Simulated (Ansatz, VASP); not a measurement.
One calculation of SnO, two programs

Contents of POSCAR:

```
SnO
1.0
    3.7926488455      0.0000000000      0.0000000000
    0.0000000000      3.7926488455      0.0000000000
    0.0000000000      0.0000000000      4.7582138958
Sn O
2 2
Direct
    0.5000000000      0.0000000000      0.2410340807
    0.0000000000      0.5000000000      0.7589659193
    0.0000000000      0.0000000000      0.0000000000
    0.5000000000      0.5000000000      0.0000000000
```

File INCAR.step1:

```
SYSTEM = SnO
ALGO = Normal
EDIFF = 1E-4
ENCUT = 520
GGA = PE
ISMEAR = -1
LASPH = .TRUE.
LCHARG = .FALSE.
LREAL = .FALSE.
LWAVE = .TRUE.
NBANDS = 28
NELM = 100
PREC = Accurate
SIGMA = 0.02
```

File INCAR.step2:

```
SYSTEM = SnO
ALGO = Normal
EDIFF = 1E-6
ENCUT = 520
ISIF = 2
ISMEAR = -1
ISTART = 1
LASPH = .TRUE.
LCHARG = .FALSE.
LMIXTAU = .TRUE.
LREAL = .FALSE.
LWAVE = .FALSE.
METAGGA = R2SCAN
NBANDS = 28
NELM = 100
PREC = Accurate
SIGMA = 0.02
```

Contents of KPOINTS:

```
k-points
0
G
  6 6 6
  0 0 0
```

Input for Ansatz:

```yaml
crystal:
  lattice:
    - [3.7926488455, 0.0, 0.0]
    - [0.0, 3.7926488455, 0.0]
    - [0.0, 0.0, 4.7582138958]
  atoms:
    - { symbol: Sn, position: [0.5, 0.0, 0.2410340807] }
    - { symbol: Sn, position: [0.0, 0.5, 0.7589659193] }
    - { symbol: O, position: [0.0, 0.0, 0.0] }
    - { symbol: O, position: [0.5, 0.5, 0.0] }
kpoints:
  mp_grid: { grid: [6, 6, 6] }
  band_path:
    path:
      - [0.0, 0.0, 0.0]
      - [0.0, 0.5, 0.0]
      - [0.5, 0.5, 0.0]
      - [0.0, 0.0, 0.5]
      - [0.0, 0.5, 0.5]
      - [0.5, 0.5, 0.5]
      - [0.05, 0.05, 0.0]
    npoints: 1
hamiltonian:
  xc: r2scan
scf:
  occupations: { method: fermi_dirac, width: 0.02 }
  n_extra_bands: 5
output:
  forces: true
  stress: true
  eigenvalues: true
```

Alike in both runs: task single point; functional r2SCAN; k mesh 6 × 6 × 6; occupations fermi-dirac, width 0.02 eV; no spin polarisation.

|  | VASP | Ansatz |
| --- | --- | --- |
| version | VASP 6.6.1 | Ansatz 0.2.0 |
| potentials or method | VASP PAW PBE potentials, release 64 (Sn_d, O) | plane waves, PAW |
| plane-wave cutoff (eV) | 520 | 500 |
| valence electrons in the cell | 40 | 40 |

|  | VASP | Ansatz | Ansatz less VASP |
| --- | --- | --- | --- |
| pressure (GPa) | 1.8 | 1.2 | -0.62 |
| rms of the force components (eV/Å) | 0.049 | 0.011 | -0.0381 |

VASP's potentials were made for PBE, not for r2SCAN. Atom by atom the forces differ by 0.059 eV/Å (rms over components).
